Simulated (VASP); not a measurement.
Here is a VASP 6.6.1 calculation.

The input POSCAR:

```
CsPbBr3
1.0
    5.8037141275      0.0000000000      0.0000000000
    0.0000000000      5.8037141275      0.0000000000
    0.0000000000      0.0000000000      5.8037141275
Cs Pb Br
1 1 3
Direct
    0.0000000000      0.0000000000      0.0000000000
    0.5000000000      0.5000000000      0.5000000000
    0.0000000000      0.5000000000      0.5000000000
    0.5000000000      0.0000000000      0.5000000000
    0.5000000000      0.5000000000      0.0000000000
```

The input INCAR.step1:

```
SYSTEM = CsPbBr3
  PREC = Accurate
  ENCUT = 520
  ISMEAR = 0
  SIGMA = 0.02
  LREAL = .False.
  LASPH = .True.
  NELM = 60
  NBANDS = 30
  GGA = PE
  ALGO = Normal
  EDIFF = 1E-4
  LWAVE = .True.
  LCHARG = .False.
```

Contents of INCAR.step2:

```
SYSTEM = CsPbBr3
  PREC = Accurate
  ENCUT = 520
  EDIFF = 1E-6
  ISMEAR = 0
  SIGMA = 0.02
  LREAL = .False.
  LASPH = .True.
  NELM = 60
  ALGO = Normal
  ISIF = 2
  LWAVE = .False.
  LCHARG = .False.
  METAGGA = R2SCAN
  LMIXTAU = .True.
  NBANDS = 30
  ISTART = 1
```

File KPOINTS:

```
Automatic mesh
0
Gamma
  6 6 6
  0 0 0
```

Potentials or basis: VASP PAW PBE potentials, release 64 (Cs_sv, Pb_d, Br).

Command:

```sh
$ cat potpaw_PBE.64/Cs_sv/POTCAR potpaw_PBE.64/Pb_d/POTCAR potpaw_PBE.64/Br/POTCAR > POTCAR
$ cp INCAR.step1 INCAR
$ mpirun -np 1 vasp_std > vasp.out
$ cp INCAR.step2 INCAR
$ mpirun -np 1 vasp_std > vasp.out
```

Estimate the pressure.

1.7 GPa.

What does it give for the band gap on the k mesh?

1.74 eV.

Caveat: the PAW data sets were made with another functional, which shifts forces and pressure a little; spin-orbit coupling is left out, which moves the levels of the heavy elements. r2SCAN opens gaps a little over a GGA but as a rule still falls short of measured ones.
